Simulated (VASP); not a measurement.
Runs of VASP 6.6.1 on SiO2 (Stishovite). The structure is that of space group P4_2/mnm (No. 136), or close to it. The cells are those of the table. 

```csv
level,cell,k mesh,gap on the mesh (eV),pressure (GPa),largest force (eV/Å)
r2SCAN,"a = 4.227, b = 4.227, c = 2.695 Å, 6 atoms",6 × 6 × 8,5.96,(b),0.18
PBE,"a = 4.278, b = 4.278, c = 2.717 Å, 6 atoms",6 × 6 × 8,4.52,-8.1,0.18
r2SCAN,"a = 4.185, b = 4.185, c = 2.669 Å, 6 atoms",6 × 6 × 10,6.51,0.4,0.02
PBE,"a = 4.185, b = 4.185, c = 2.669 Å, 6 atoms",6 × 6 × 10,5.54,(a),0.10
r2SCAN,"a = 4.185, b = 4.185, c = 2.669 Å, 6 atoms",6 × 6 × 8,6.51,0.4,0.02
```

Alike in all rows: task single point; potentials or basis VASP PAW PBE potentials, release 64 (Si, O); no spin polarisation; cutoff (eV) 520; smearing gaussian 0.01 eV.

Question: Estimate the missing entries.

Answer: (a) 9.8; (b) -9.0.

Caveats: the PAW data sets were made with another functional, which shifts forces and pressure a little (some runs).

A k mesh can miss the band edges.
